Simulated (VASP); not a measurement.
Input of a VASP 6.6.1 run:

The input INCAR:

```
PREC = Accurate
ENCUT = 520
EDIFF = 1E-6
ISMEAR = 0
SIGMA = 0.1
LREAL = F
LASPH = T
NELM = 100
ALGO = Normal
ISIF = 2
LWAVE = F
LCHARG = T
GGA = PE
LELF = T
LVHAR = T
NBANDS = 16
```

Contents of KPOINTS:

```
regular mesh
0
Gamma
  21 21 6
```

The input POSCAR:

```
C
1.0
    2.5984881485      0.0000000000      0.0000000000
   -1.2992440743      2.2503567480      0.0000000000
    0.0000000000      0.0000000000      6.5321158000
C
4
Direct
    0.0000000000      0.0000000000      0.0220913108
    0.0000000000      0.0000000000      0.5220913108
    0.3333333333      0.6666666667     -0.0170913108
    0.6666666667      0.3333333333      0.4829086892
```

Potentials or basis: VASP PAW PBE potentials, release 64 (C).

The run is started by

```bash
$ cat potpaw_PBE.64/C/POTCAR > POTCAR
$ mpirun -np 1 vasp_std > vasp.out
```

(1) What does it give for the largest force?

(2) Estimate the band gap on the k mesh.

Answers

(1) 4.112 eV/Å.

(2) zero (bands 8 and 9 overlap by 0.04 eV).

Caveat: the cell differs from its parent crystal (strained); forces of over 1 eV/Å act on the atoms, so gaps and moduli don't describe the material at rest.
